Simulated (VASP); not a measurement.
# Ga2O3 (R-3c) in VASP: single point with PBE

Aim: the single point of Ga2O3 with PBE.

All numbers are computed with VASP 6.6.1; they aren't measurements. Logs are shortened: lines on timing, memory, paths and dates and some standing lists are left out, and cuts for length are marked.

## (1) The cell of the first run

It takes space group R-3c (No. 167, trigonal). Conventional cell: a = 5.058 Å, b = 5.058 Å, c = 13.624 Å, α = 90.00°, β = 90.00°, γ = 120.00°. Within 2.6 Å of Ga (site symmetry 3) lie 6 O at 1.95 to 2.10 Å. Within 2.9 Å of O (site symmetry 2) lie 4 Ga at 1.95 to 2.10 Å and 8 O at 2.66 to 2.88 Å.

## (2) Single point, PBE

INCAR

```
PREC = Accurate ; ENCUT = 520
EDIFF = 1E-6 ; ISMEAR = 0
SIGMA = 0.02 ; LREAL = F
LASPH = T ; NELM = 60
ALGO = Normal ; ISIF = 2
LWAVE = F ; LCHARG = F
GGA = PE ; NBANDS = 55
```

KPOINTS

```
regular mesh
0
Gamma
  9 9 9
```

POSCAR

```
Ga2O3
1.0
    2.5289880641      1.4601119396      4.5413367015
   -2.5289880641      1.4601119396      4.5413367015
    0.0000000000     -2.9202238792      4.5413367015
Ga O
4 6
Direct
    0.8558433123      0.8558433123      0.8558433123
    0.6441566877      0.6441566877      0.6441566877
    0.1441566877      0.1441566877      0.1441566877
    0.3558433123      0.3558433123      0.3558433123
    0.0530947942      0.4469052058      0.7500000000
    0.7500000000      0.0530947942      0.4469052058
    0.4469052058      0.7500000000      0.0530947942
    0.9469052058      0.5530947942      0.2500000000
    0.2500000000      0.9469052058      0.5530947942
    0.5530947942      0.2500000000      0.9469052058
```

Potentials or basis: VASP PAW PBE potentials, release 64 (Ga_d, O).

Launch:

```sh
> cat potpaw_PBE.64/Ga_d/POTCAR potpaw_PBE.64/O/POTCAR > POTCAR
> mpirun -np 1 vasp_std > vasp.out
```

OUTCAR:

```text
PREC = Accurate
   ENCUT = 520
   EDIFF = 1E-6
   ISMEAR = 0
   LREAL = F
   LASPH = T
   NELM = 60
   ISIF = 2
   GGA = PE

 ion  position               nearest neighbor table
   1  0.856  0.856  0.856-  10 1.95   8 1.95   9 1.95   5 2.10   7 2.10   6 2.10   2 2.88
   2  0.644  0.644  0.644-   9 1.95   8 1.95  10 1.95   5 2.10   7 2.10   6 2.10   1 2.88
   3  0.144  0.144  0.144-   7 1.95   5 1.95   6 1.95   8 2.10   9 2.10  10 2.10   4 2.88
   4  0.356  0.356  0.356-   6 1.95   5 1.95   7 1.95   8 2.10   9 2.10  10 2.10   3 2.88
   5  0.053  0.447  0.750-   3 1.95   4 1.95   1 2.10   2 2.10
   6  0.750  0.053  0.447-   4 1.95   3 1.95   1 2.10   2 2.10
   7  0.447  0.750  0.053-   3 1.95   4 1.95   1 2.10   2 2.10
   8  0.947  0.553  0.250-   1 1.95   2 1.95   3 2.10   4 2.10
   9  0.250  0.947  0.553-   2 1.95   1 1.95   3 2.10   4 2.10
  10  0.553  0.250  0.947-   1 1.95   2 1.95   3 2.10   4 2.10

  LATTYP: Found a trigonal (rhomboedric) cell.
 ALAT       =     5.3992079550
 COS(alpha) =     0.5612032069

  Lattice vectors:

 A1 = (   2.5289880641,   1.4601119396,   4.5413367015)
 A2 = (  -2.5289880641,   1.4601119396,   4.5413367015)
 A3 = (   0.0000000000,  -2.9202238792,   4.5413367015)

Analysis of symmetry for initial positions (statically):
=====================================================================
 Subroutine PRICEL returns:
 Original cell was already a primitive cell.

 Routine SETGRP: Setting up the symmetry group for a
 trigonal (rhombohedral) supercell.

 Subroutine GETGRP returns: Found 12 space group operations
 (whereof  6 operations were pure point group operations)
 out of a pool of 12 trial point group operations.

The static configuration has the point symmetry S_6 .
 The point group associated with its full space group is D_3d.

Analysis of symmetry for dynamics (positions and initial velocities):
=====================================================================
 Subroutine PRICEL returns:
 Original cell was already a primitive cell.

 Routine SETGRP: Setting up the symmetry group for a
 trigonal (rhombohedral) supercell.

 Subroutine GETGRP returns: Found 12 space group operations
 (whereof  6 operations were pure point group operations)
 out of a pool of 12 trial point group operations.

The dynamic configuration has the point symmetry S_6 .
 The point group associated with its full space group is D_3d.

 Subroutine INISYM returns: Found 12 space group operations
 (whereof  6 operations are pure point group operations),
 and found     1 'primitive' translations

----------------------------------------------------------------------------------------

                                     Primitive cell

  volume of cell :     100.6162

  direct lattice vectors                    reciprocal lattice vectors
     2.528988064  1.460111940  4.541336701     0.197707537  0.114146499  0.073399828
    -2.528988064  1.460111940  4.541336701    -0.197707537  0.114146499  0.073399828
     0.000000000 -2.920223879  4.541336701     0.000000000 -0.228292999  0.073399828

  length of vectors
     5.399207955  5.399207955  5.399207955     0.239802477  0.239802477  0.239802477

  position of ions in fractional coordinates (direct lattice)
     0.855843312  0.855843312  0.855843312
     0.644156688  0.644156688  0.644156688
     0.144156688  0.144156688  0.144156688
     0.355843312  0.355843312  0.355843312
     0.053094794  0.446905206  0.750000000
     0.750000000  0.053094794  0.446905206
     0.446905206  0.750000000  0.053094794
     0.946905206  0.553094794  0.250000000
     0.250000000  0.946905206  0.553094794
     0.553094794  0.250000000  0.946905206

  ion indices of the primitive-cell ions
   primitive index   ion index
                 1           1
                 2           2
                 3           3
                 4           4
                 5           5
                 6           6
                 7           7
                 8           8
                 9           9
                10          10

----------------------------------------------------------------------------------------

 KPOINTS: regular mesh

Automatic generation of k-mesh.
 Grid dimensions read from file:
 generate k-points for:    9    9    9

 Generating k-lattice:

  Cartesian coordinates                     Fractional coordinates (reciprocal lattice)
     0.021967504  0.012682944  0.008155536     0.111111111  0.000000000  0.000000000
    -0.021967504  0.012682944  0.008155536     0.000000000  0.111111111  0.000000000
     0.000000000 -0.025365889  0.008155536     0.000000000  0.000000000  0.111111111

  Length of vectors
     0.026644720  0.026644720  0.026644720

  Shift w.r.t. Gamma in fractional coordinates (k-lattice)
     0.000000000  0.000000000  0.000000000

 Subroutine IBZKPT returns following result:
 ===========================================

 Found     85 irreducible k-points:

 Following reciprocal coordinates:
            Coordinates               Weight
  0.000000  0.000000  0.000000      1.000000
  0.111111 -0.000000  0.000000      6.000000
  0.222222 -0.000000 -0.000000      6.000000
  0.333333  0.000000  0.000000      6.000000
  0.444444 -0.000000 -0.000000      6.000000
  0.111111  0.111111  0.000000      6.000000
[... 16 lines left out ...]
 -0.333333  0.333333  0.000000      6.000000
  0.444444  0.444444  0.000000      6.000000
 [... further k-points ...]
   k-points           NKPTS =     85   k-points in BZ     NKDIM =     85   number of bands    NBANDS=     55
   number of dos      NEDOS =    301   number of ions     NIONS =     10
   total plane-waves  NPLWV =  64000
   dimension x,y,z NGX =    40 NGY =   40 NGZ =   40
   dimension x,y,z NGXF=    80 NGYF=   80 NGZF=   80
   ions per type =               4   6
   NGX,Y,Z   is equivalent  to a cutoff of  12.32, 12.32, 12.32 a.u.
   NGXF,Y,Z  is equivalent  to a cutoff of  24.63, 24.63, 24.63 a.u.
 SYSTEM =  unknown system
   PREC   = accura    normal or accurate (medium, high low for compatibility)
   ISTART =      0    job   : 0-new  1-cont  2-samecut
   ICHARG =      2    charge: 1-file 2-atom 10-const
   ISPIN  =      1    spin polarized calculation?
   LNONCOLLINEAR =      F non collinear calculations
   LSORBIT =      F    spin-orbit coupling
   LASPH  =      T    aspherical Exc in radial PAW
   ENCUT  =  520.0 eV  38.22 Ry    6.18 a.u.  10.04 10.04 10.04*2*pi/ulx,y,z
   NELM   =     60;   NELMIN=  2; NELMDL= -5     # of ELM steps
   EDIFF  = 0.1E-05   stopping-criterion for ELM
   LREAL  =      F    real-space projection
   EDIFFG = 0.1E-04   stopping-criterion for IOM
   NSW    =      0    number of steps for IOM
   IBRION =     -1    ionic relax: 0-MD 1-quasi-New 2-CG
   NFREE  =      0    steps in history (QN), initial steepest desc. (CG)
   ISIF   =      2    stress and relaxation
   ISYM   =      2    0-nonsym 1-usesym 2-fastsym
   POTIM  = 0.5000    time-step for ionic-motion
   TEBEG  =    0.0;   TEEND  =   0.0 temperature during run
   PSTRESS=    0.0 pullay stress
   NELECT =      88.0000    total number of electrons
   NUPDOWN=      -1.0000    fix difference up-down
   EMIN   =  10.00;   EMAX   =-10.00  energy-range for DOS
   EFERMI =   0.00;   METHOD = LEGACY
   ISMEAR =     0;   SIGMA  =   0.02  broadening in eV -4-tet -1-fermi 0-gaus
   EFERMI_NEDOS =   21; number of points for ismear=-14 and -15
   IALGO  =     38    algorithm
   IMIX   =      4    mixing-type and parameters
     AMIX     =   0.40;   BMIX     =  1.00
     AMIX_MAG =   1.60;   BMIX_MAG =  1.00
  volume/ion in A,a.u.               =      10.06        67.90
  Fermi-wavevector in a.u.,A,eV,Ry     =   1.565596  2.958548 33.349124  2.451091
  Thomas-Fermi vector in A             =   2.668049
   LORBIT       =      0    0 simple, 1 ext, 2 COOP (PROOUT), +10 PAW based schemes
   GGA     = PE    functional components
   LHFCALC =     F    Hartree Fock is set to
   AEXX    =    0.0000 exact exchange contribution
   IVDW    =     0    specifies the selected vdW correction
   LEPSILON=     F    determine dielectric tensor
   LRPA    =     F    only Hartree local field effects (RPA)
 non-spin polarized calculation
 Gauss-broadening in eV      SIGMA  =   0.02
  energy-cutoff  :      520.00
  volume of cell :      100.62
 maximum number of plane-waves:      2731
   NGX = 21   NGY = 21   NGZ = 21

 number of electron      88.0000003 magnetization

 Free energy of the ion-electron system (eV)
  ---------------------------------------------------
  ext. energy  EPLUGINS =         0.00000000
  ---------------------------------------------------
  free energy    TOTEN  =       -59.39352295 eV

  energy without entropy =      -59.39352295  energy(sigma->0) =      -59.39352295

 E-fermi :   4.1888     XC(G=0): -11.9613

 val. band max:        4.0900232719   @ k =  -0.2222   0.1111   0.0000
 cond. band min:       6.4943472929   @ k =   0.0000   0.0000   0.0000
 fundamental gap:      2.4043240209
 Fermi energy:         4.1888199920

 k-point     1 :       0.0000    0.0000    0.0000
  band No.  band energies     occupation
      1     -14.5784      2.00000
      2     -12.7195      2.00000
      3     -12.7195      2.00000
      4     -12.6961      2.00000
      5     -12.6773      2.00000
      6     -12.6773      2.00000
[... 47 lines left out ...]
     54      14.9934      0.00000
     55      16.0671      0.00000

 k-point     2 :       0.1111   -0.0000    0.0000
  band No.  band energies     occupation
      1     -14.5256      2.00000
      2     -12.7709      2.00000
      3     -12.7231      2.00000
      4     -12.7226      2.00000
      5     -12.6821      2.00000
      6     -12.6656      2.00000
[... 47 lines left out ...]
     54      15.4381      0.00000
     55      15.9865      0.00000

 k-point     3 :       0.2222   -0.0000   -0.0000
  band No.  band energies     occupation
      1     -14.3715      2.00000
      2     -12.9371      2.00000
      3     -12.7420      2.00000
      4     -12.7339      2.00000
      5     -12.6903      2.00000
      6     -12.6698      2.00000
[... 1152 lines left out ...]
 k-point    23 :      -0.3333    0.3333    0.0000
  band No.  band energies     occupation
      1     -13.5472      2.00000
      2     -13.4999      2.00000
      3     -12.9934      2.00000
      4     -12.8474      2.00000
      5     -12.7438      2.00000
      6     -12.6503      2.00000
[... 47 lines left out ...]
     54      15.9381      0.00000
     55      16.0617      0.00000

 k-point    24 :       0.4444    0.4444    0.0000
  band No.  band energies     occupation
      1     -13.7799      2.00000
      2     -13.0696      2.00000
      3     -13.0575      2.00000
      4     -12.9097      2.00000
      5     -12.7649      2.00000
      6     -12.6913      2.00000
[... 47 lines left out ...]
     54      15.6538      0.00000
     55      15.9468      0.00000

 [... further k-points ...]

------------------------ aborting loop because EDIFF is reached ----------------------------------------

  FORCE on cell =-STRESS in cart. coord.  units (eV):
  Direction    XX          YY          ZZ          XY          YZ          ZX
  --------------------------------------------------------------------------------------
  -------------------------------------------------------------------------------------
  Total        0.6214180      0.6214180      0.5395891      0.0000000     -0.0000000      0.0000000
  in kB        9.8952441      9.8952441      8.5922289      0.0000000     -0.0000000      0.0000000
  external PRESSURE =       9.4609057 kB  Pullay stress =       0.0000000 kB

 VOLUME and BASIS-vectors are now :
 -----------------------------------------------------------------------------
  energy-cutoff  :      520.00
  volume of cell :      100.62
      direct lattice vectors                 reciprocal lattice vectors
     2.528988064  1.460111940  4.541336701     0.197707537  0.114146499  0.073399828
    -2.528988064  1.460111940  4.541336701    -0.197707537  0.114146499  0.073399828
     0.000000000 -2.920223879  4.541336701     0.000000000 -0.228292999  0.073399828

 POSITION                                       TOTAL-FORCE (eV/Angst)
 -----------------------------------------------------------------------------------
      0.00000      0.00000     11.66002         0.000000     -0.000000      0.011512
      0.00000      0.00000      8.77600         0.000000      0.000000     -0.011512
      0.00000      0.00000      1.96399         0.000000      0.000000     -0.011512
      0.00000      0.00000      4.84801         0.000000      0.000000      0.011512
     -0.99594     -1.46011      5.67667         0.001754      0.000000     -0.000000
      1.76246     -0.13245      5.67667        -0.000877      0.001519     -0.000000
     -0.76652      1.59257      5.67667        -0.000877     -0.001519     -0.000000
      0.99594      1.46011      7.94734        -0.001754     -0.000000     -0.000000
     -1.76246      0.13245      7.94734         0.000877     -0.001519     -0.000000
      0.76652     -1.59257      7.94734         0.000877      0.001519     -0.000000
 -----------------------------------------------------------------------------------
    total drift:                               -0.000000     -0.000000      0.000000

  FREE ENERGIE OF THE ION-ELECTRON SYSTEM (eV)
  ---------------------------------------------------
  free  energy   TOTEN  =       -59.3935229494 eV

  energy  without entropy=      -59.3935229494  energy(sigma->0) =      -59.39352295
```

Wall time 13 min (1 thread of Intel Xeon Platinum 8259CL at 2.50GHz (Skylake/Cascade Lake), shared host); peak memory 0.47 GiB.

Results:

```yaml
Free_energy: -59.3935 eV
Pressure: 0.9 GPa
Largest_force: 0.012 eV/Å
Band_gap_on_the_k_mesh: 2.40 eV (least direct gap 2.62 eV)
```

Forces on the atoms (eV/Å):
```
Ga   0.000  0.000  0.012
Ga   0.000  0.000 -0.012
Ga   0.000  0.000 -0.012
Ga   0.000  0.000  0.012
O    0.002  0.000  0.000
O   -0.001  0.002  0.000
O   -0.001 -0.002  0.000
O   -0.002  0.000  0.000
O    0.001 -0.002  0.000
O    0.001  0.002  0.000
```

Stress tensor (GPa, compression positive):
```
0.99 0.00 0.00
0.00 0.99 0.00
0.00 0.00 0.86
```

Levels at points of the mesh, in eV from the valence-band top:
| k point | band 42 | band 43 | band 44 | band 45 | band 46 | band 47 |
| --- | --- | --- | --- | --- | --- | --- |
| (0.00, 0.00, 0.00) | -0.30 | -0.22 | -0.22 | 2.40 | 6.32 | 6.56 |

Caveat: an odd mesh through Γ misses points on the zone boundary, where band edges can lie.
